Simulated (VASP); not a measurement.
Here is a VASP 6.6.1 calculation.

The input INCAR:

```
SYSTEM = W
PREC = Accurate ; ENCUT = 520
EDIFF = 1E-6 ; ISMEAR = -1
SIGMA = 0.1 ; LREAL = .False.
LASPH = .True. ; NELM = 60
ALGO = Normal ; ISIF = 2
LWAVE = .False. ; LCHARG = .False.
NBANDS = 28
```

KPOINTS

```
Automatic mesh
0
Gamma
  11 11 15
  0 0 0
```

POSCAR

```
W
1.0
    0.0000000000      3.1348743764     -3.1348743764
   -3.1348743764      0.0000000000      3.1348743764
    1.5674371882      1.5674371882      1.5674371882
W
3
Direct
    0.0000000000      0.0000000000      0.0000000000
    0.3333333330      0.6666666670      0.3333333330
    0.6666666670      0.3333333330      0.6666666670
```

Potentials or basis: VASP PAW LDA potentials, release 64 (W_sv).

Command:

```bash
$ cat potpaw_LDA.64/W_sv/POTCAR > POTCAR
$ mpirun -np 1 vasp_std > vasp.out
```

**Question.** What does it give for the pressure?

**Answer.** 2.0 GPa.

**Question.** Estimate the band gap on the k mesh.

**Answer.** Zero (bands 21 and 22 overlap by 4.00 eV).

Caveat: spin-orbit coupling is left out, which moves the levels of the heavy elements.
